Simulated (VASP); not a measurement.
Here is a VASP 6.6.1 calculation.

File INCAR:

```
SYSTEM = Hf
ALGO = Normal ; EDIFF = 1E-6
ENCUT = 500 ; GGA = PE
GGA_COMPAT = .False. ; ISIF = 2
ISMEAR = -1 ; LASPH = .True.
LCHARG = .True. ; LELF = .True.
LREAL = .False. ; LVHAR = .True.
LWAVE = .False. ; NBANDS = 11
NELM = 120 ; PREC = Accurate
SIGMA = 0.1
```

KPOINTS

```
k-points
0
Gamma
  12 12 12
  0 0 0
```

Contents of POSCAR:

```
Hf
1.0
   -1.7739410565      1.7739410565      1.7739410565
    1.7739410565     -1.7739410565      1.7739410565
    1.7739410565      1.7739410565     -1.7739410565
Hf
1
Direct
    0.0000000000      0.0000000000      0.0000000000
```

Potentials or basis: VASP PAW PBE potentials, release 64 (Hf_pv).

Launch:

```sh
$ cat potpaw_PBE.64/Hf_pv/POTCAR > POTCAR
$ mpirun -np 1 vasp_std > vasp.out
```

Problem. Predict the band gap on the k mesh.

Solution. Zero (band 5 reaches 6.12 eV, above the bottom of band 6 at 3.95 eV).

Problem. Estimate the pressure.

Solution. -0.3 GPa.

Caveat: spin-orbit coupling is left out, which moves the levels of the heavy elements.
